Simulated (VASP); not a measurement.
# Pt (Im-3m) in VASP: single point with BLYP+D3(BJ)

Aim: the single point of Pt with BLYP+D3(BJ).

All numbers are computed with VASP 6.6.1; they aren't measurements. Logs are shortened: lines on timing, memory, paths and dates and some standing lists are left out, and cuts for length are marked.

## Step 1: The cell of the first run

The structure is cubic, space group Im-3m (No. 229). Conventional cell: a = 3.145 Å, b = 3.145 Å, c = 3.145 Å, α = 90.00°, β = 90.00°, γ = 90.00°. Within 3.6 Å of Pt (site symmetry m-3m) lie 14 Pt at 2.72 to 3.14 Å.

This isn't the form of Pt at room conditions, which is fcc.

## Step 2: Single point, BLYP+D3(BJ)

File INCAR:

```
  AGGAC = 1.0
  AGGAX = 1.0
  ALDAC = 0.0
  ALDAX = 1.0
  ALGO = Normal
  EDIFF = 1E-6
  ENCUT = 570
  GGA = B5
  GGA_COMPAT = F
  ISIF = 2
  ISMEAR = -1
  IVDW = 12
  LASPH = T
  LCHARG = F
  LREAL = F
  LWAVE = F
  NBANDS = 15
  NELM = 120
  PREC = Accurate
  SIGMA = 0.05
  VDW_A1 = 0.4298
  VDW_A2 = 4.2359
  VDW_S6 = 1.0
  VDW_S8 = 2.6996
```

File KPOINTS:

```
k-points
0
Gamma
  13 13 13
```

File POSCAR:

```
Pt
1.0
    2.7235224025     -0.0000000151     -0.0000000261
   -0.9078407866      2.5677615511     -0.0000000261
   -0.9078407866     -1.2838807378      2.2237467559
Pt
1
Direct
    0.0000000000      0.0000000000      0.0000000000
```

Potentials or basis: VASP PAW PBE potentials, release 64 (Pt_sv_GW).

The run is started by

```bash
$ cat potpaw_PBE.64/Pt_sv_GW/POTCAR > POTCAR
$ mpirun -np 1 vasp_std > vasp.out
```

OUTCAR:

```text
EDIFF = 1E-6
   ENCUT = 570
   GGA = B5
   ISIF = 2
   ISMEAR = -1
   IVDW = 12
   LASPH = T
   LREAL = F
   NELM = 120
   PREC = Accurate
 IVDW          = 12

 ion  position               nearest neighbor table
   1  0.000  0.000  0.000-

  LATTYP: Found a body centered cubic cell.
 ALAT       =     3.1448527845

  Lattice vectors:

 A1 = (   2.7235224025,  -0.0000000151,  -0.0000000261)
 A2 = (  -0.9078407866,   2.5677615511,  -0.0000000261)
 A3 = (  -0.9078407866,  -1.2838807378,   2.2237467559)

Analysis of symmetry for initial positions (statically):
=====================================================================
 Subroutine PRICEL returns:
 Original cell was already a primitive cell.

 Routine SETGRP: Setting up the symmetry group for a
 body centered cubic supercell.

 Subroutine GETGRP returns: Found 48 space group operations
 (whereof 48 operations were pure point group operations)
 out of a pool of 48 trial point group operations.

The static configuration has the point symmetry O_h .

Analysis of symmetry for dynamics (positions and initial velocities):
=====================================================================
 Subroutine PRICEL returns:
 Original cell was already a primitive cell.

 Routine SETGRP: Setting up the symmetry group for a
 body centered cubic supercell.

 Subroutine GETGRP returns: Found 48 space group operations
 (whereof 48 operations were pure point group operations)
 out of a pool of 48 trial point group operations.

The dynamic configuration has the point symmetry O_h .

 Subroutine INISYM returns: Found 48 space group operations
 (whereof 48 operations are pure point group operations),
 and found     1 'primitive' translations

----------------------------------------------------------------------------------------

                                     Primitive cell

  volume of cell :      15.5515

  direct lattice vectors                    reciprocal lattice vectors
     2.723522402 -0.000000015 -0.000000026     0.367171574  0.129814755  0.224845744
    -0.907840787  2.567761551 -0.000000026     0.000000004  0.389444265  0.224845744
    -0.907840787 -1.283880738  2.223746756     0.000000004  0.000000006  0.449691499

  length of vectors
     2.723522402  2.723522403  2.723522403     0.449691499  0.449691499  0.449691499

  position of ions in fractional coordinates (direct lattice)
     0.000000000  0.000000000  0.000000000

  ion indices of the primitive-cell ions
   primitive index   ion index
                 1           1

----------------------------------------------------------------------------------------

 KPOINTS: k-points

Automatic generation of k-mesh.
 Grid dimensions read from file:
 generate k-points for:   13   13   13

 Generating k-lattice:

  Cartesian coordinates                     Fractional coordinates (reciprocal lattice)
     0.028243967  0.009985750  0.017295826     0.076923077 -0.000000000  0.000000000
     0.000000000  0.029957251  0.017295826    -0.000000000  0.076923077 -0.000000000
     0.000000000  0.000000000  0.034591654     0.000000000  0.000000000  0.076923077

  Length of vectors
     0.034591654  0.034591654  0.034591654

  Shift w.r.t. Gamma in fractional coordinates (k-lattice)
     0.000000000  0.000000000  0.000000000

 Subroutine IBZKPT returns following result:
 ===========================================

 Found     84 irreducible k-points:

 Following reciprocal coordinates:
            Coordinates               Weight
  0.000000  0.000000  0.000000      1.000000
  0.076923 -0.000000 -0.000000     12.000000
  0.153846 -0.000000  0.000000     12.000000
  0.230769 -0.000000 -0.000000     12.000000
  0.307692 -0.000000  0.000000     12.000000
  0.384615  0.000000 -0.000000     12.000000
[... 16 lines left out ...]
  0.153846  0.076923  0.076923     24.000000
  0.230769  0.076923  0.076923     24.000000
 [... further k-points ...]
   k-points           NKPTS =     84   k-points in BZ     NKDIM =     84   number of bands    NBANDS=     15
   number of dos      NEDOS =    301   number of ions     NIONS =      1
   total plane-waves  NPLWV =  13824
   dimension x,y,z NGX =    24 NGY =   24 NGZ =   24
   dimension x,y,z NGXF=    48 NGYF=   48 NGZF=   48
   ions per type =               1
   NGX,Y,Z   is equivalent  to a cutoff of  14.65, 14.65, 14.65 a.u.
   NGXF,Y,Z  is equivalent  to a cutoff of  29.30, 29.30, 29.30 a.u.
 SYSTEM =  unknown system
   PREC   = accura    normal or accurate (medium, high low for compatibility)
   ISTART =      0    job   : 0-new  1-cont  2-samecut
   ICHARG =      2    charge: 1-file 2-atom 10-const
   ISPIN  =      1    spin polarized calculation?
   LNONCOLLINEAR =      F non collinear calculations
   LSORBIT =      F    spin-orbit coupling
   LASPH  =      T    aspherical Exc in radial PAW
   ENCUT  =  570.0 eV  41.89 Ry    6.47 a.u.   5.30  5.30  5.30*2*pi/ulx,y,z
   NELM   =    120;   NELMIN=  2; NELMDL= -5     # of ELM steps
   EDIFF  = 0.1E-05   stopping-criterion for ELM
   LREAL  =      F    real-space projection
   EDIFFG = 0.1E-04   stopping-criterion for IOM
   NSW    =      0    number of steps for IOM
   IBRION =     -1    ionic relax: 0-MD 1-quasi-New 2-CG
   NFREE  =      0    steps in history (QN), initial steepest desc. (CG)
   ISIF   =      2    stress and relaxation
   ISYM   =      2    0-nonsym 1-usesym 2-fastsym
   POTIM  = 0.5000    time-step for ionic-motion
   TEBEG  =    0.0;   TEEND  =   0.0 temperature during run
   PSTRESS=    0.0 pullay stress
   NELECT =      18.0000    total number of electrons
   NUPDOWN=      -1.0000    fix difference up-down
   EMIN   =  10.00;   EMAX   =-10.00  energy-range for DOS
   EFERMI =   0.00;   METHOD = LEGACY
   ISMEAR =    -1;   SIGMA  =   0.05  broadening in eV -4-tet -1-fermi 0-gaus
   EFERMI_NEDOS =   21; number of points for ismear=-14 and -15
   IALGO  =     38    algorithm
   IMIX   =      4    mixing-type and parameters
     AMIX     =   0.40;   BMIX     =  1.00
     AMIX_MAG =   1.60;   BMIX_MAG =  1.00
  volume/ion in A,a.u.               =      15.55       104.95
  Fermi-wavevector in a.u.,A,eV,Ry     =   1.718866  3.248186 40.198415  2.954500
  Thomas-Fermi vector in A             =   2.795599
   LORBIT       =      0    0 simple, 1 ext, 2 COOP (PROOUT), +10 PAW based schemes
   GGA     = B5    functional components
   LHFCALC =     F    Hartree Fock is set to
   AEXX    =    0.0000 exact exchange contribution
   IVDW    =    12    specifies the selected vdW correction
   LEPSILON=     F    determine dielectric tensor
   LRPA    =     F    only Hartree local field effects (RPA)
 non-spin polarized calculation
  energy-cutoff  :      570.00
  volume of cell :       15.55
 maximum number of plane-waves:       490
 NGX is ok and might be reduce to    24
   NGX = 11   NGY = 11   NGZ = 11

 number of electron      18.0000000 magnetization

 Free energy of the ion-electron system (eV)
  ---------------------------------------------------
  ext. energy  EPLUGINS =         0.00000000
  ---------------------------------------------------
  free energy    TOTEN  =        -4.90331027 eV

  energy without entropy =       -4.89348396  energy(sigma->0) =       -4.89839711

 E-fermi :  10.6403     XC(G=0): -13.2027

 val. band max:       10.6204392213   @ k =  -0.3846  -0.4615   0.2308
 cond. band min:      10.6639723643   @ k =  -0.3846   0.3846   0.1538
 fundamental gap:      0.0435331430
 Fermi energy:        10.6402753341

 k-point     1 :       0.0000    0.0000    0.0000
  band No.  band energies     occupation
      1     -87.1167      2.00000
      2     -41.3663      2.00000
      3     -41.3663      2.00000
      4     -41.3663      2.00000
      5       1.0779      2.00000
      6       6.9723      2.00000
      7       6.9723      2.00000
      8       6.9723      2.00000
      9       9.5174      2.00000
     10       9.5174      2.00000
     11      27.9069      0.00000
     12      27.9069      0.00000
     13      27.9069      0.00000
     14      38.3069      0.00000
     15      38.3546      0.00000

 k-point     2 :       0.0769   -0.0000   -0.0000
  band No.  band energies     occupation
      1     -87.1158      2.00000
      2     -41.3933      2.00000
      3     -41.3758      2.00000
      4     -41.3666      2.00000
      5       1.3237      2.00000
      6       6.8780      2.00000
      7       6.9742      2.00000
      8       7.1699      2.00000
      9       9.3973      2.00000
     10       9.5240      2.00000
     11      28.0188      0.00000
     12      28.1121      0.00000
     13      28.2673      0.00000
     14      35.5091      0.00000
     15      35.9770      0.00000

 k-point     3 :       0.1538   -0.0000    0.0000
  band No.  band energies     occupation
      1     -87.1108      2.00000
      2     -41.4644      2.00000
      3     -41.4010      2.00000
      4     -41.3666      2.00000
      5       2.0156      2.00000
      6       6.6258      2.00000
      7       6.9635      2.00000
      8       7.7451      2.00000
      9       9.1676      2.00000
     10       9.5493      2.00000
     11      28.0284      0.00000
     12      28.0695      0.00000
     13      29.3028      0.00000
     14      33.6568      0.00000
     15      33.7361      0.00000
[... 343 lines left out ...]
 k-point    23 :       0.1538    0.0769    0.0769
  band No.  band energies     occupation
      1     -87.1013      2.00000
      2     -41.6001      2.00000
      3     -41.4219      2.00000
      4     -41.3871      2.00000
      5       3.3880      2.00000
      6       6.2274      2.00000
      7       6.4589      2.00000
      8       9.2396      2.00000
      9       9.4850      2.00000
     10       9.5274      2.00000
     11      26.2341      0.00000
     12      27.0564      0.00000
     13      28.5247      0.00000
     14      30.0288      0.00000
     15      36.1990      0.00000

 k-point    24 :       0.2308    0.0769    0.0769
  band No.  band energies     occupation
      1     -87.0946      2.00000
      2     -41.6812      2.00000
      3     -41.4678      2.00000
      4     -41.3881      2.00000
      5       4.1830      2.00000
      6       5.9142      2.00000
      7       6.7780      2.00000
      8       9.2761      2.00000
      9       9.6728      2.00000
     10      10.8225      0.05089
     11      22.8826      0.00000
     12      25.7597      0.00000
     13      27.2426      0.00000
     14      31.6469      0.00000
     15      37.2028      0.00000

 [... further k-points ...]

------------------------ aborting loop because EDIFF is reached ----------------------------------------

 Edisp (eV)   -1.75413

 E8    (eV) :    -1.3179

  FORCE on cell =-STRESS in cart. coord.  units (eV):
  Direction    XX          YY          ZZ          XY          YZ          ZX
  --------------------------------------------------------------------------------------
  -------------------------------------------------------------------------------------
  Total      -0.01854    -0.01854    -0.01854     0.00000    -0.00000    -0.00000
  in kB      -1.91027    -1.91027    -1.91027     0.00000    -0.00000    -0.00000
  external pressure =       -1.91 kB  Pullay stress =        0.00 kB

 VOLUME and BASIS-vectors are now :
 -----------------------------------------------------------------------------
  energy-cutoff  :      570.00
  volume of cell :       15.55
      direct lattice vectors                 reciprocal lattice vectors
     2.723522402 -0.000000015 -0.000000026     0.367171574  0.129814755  0.224845744
    -0.907840787  2.567761551 -0.000000026     0.000000004  0.389444265  0.224845744
    -0.907840787 -1.283880738  2.223746756     0.000000004  0.000000006  0.449691499

 POSITION                                       TOTAL-FORCE (eV/Angst)
 -----------------------------------------------------------------------------------
      0.00000      0.00000      0.00000         0.000000      0.000000      0.000000
 -----------------------------------------------------------------------------------
    total drift:                                0.000000      0.000000      0.000000

  FREE ENERGIE OF THE ION-ELECTRON SYSTEM (eV)
  ---------------------------------------------------
  free  energy   TOTEN  =        -6.6574413194 eV

  energy  without entropy=       -6.6476150148  energy(sigma->0) =       -6.65252817
```

Wall time 17 s (1 thread of Intel Xeon Platinum 8488C (Sapphire Rapids), shared host); peak memory 0.17 GiB.

Results:

```yaml
Free_energy: -6.6574 eV
Pressure: -0.2 GPa
Band_gap_on_the_k_mesh: zero (bands 9 and 10 overlap by 2.14 eV)
Dispersion_energy_per_atom: -1.754 eV
```

Caveat: the dispersion term is far too large for a dense solid, which distorts pressure and volume; the PAW data sets were made with another functional, which shifts forces and pressure a little; spin-orbit coupling is left out, which moves the levels of the heavy elements.

The gap in the log of VASP goes by the Fermi energy; the results here count the filled bands.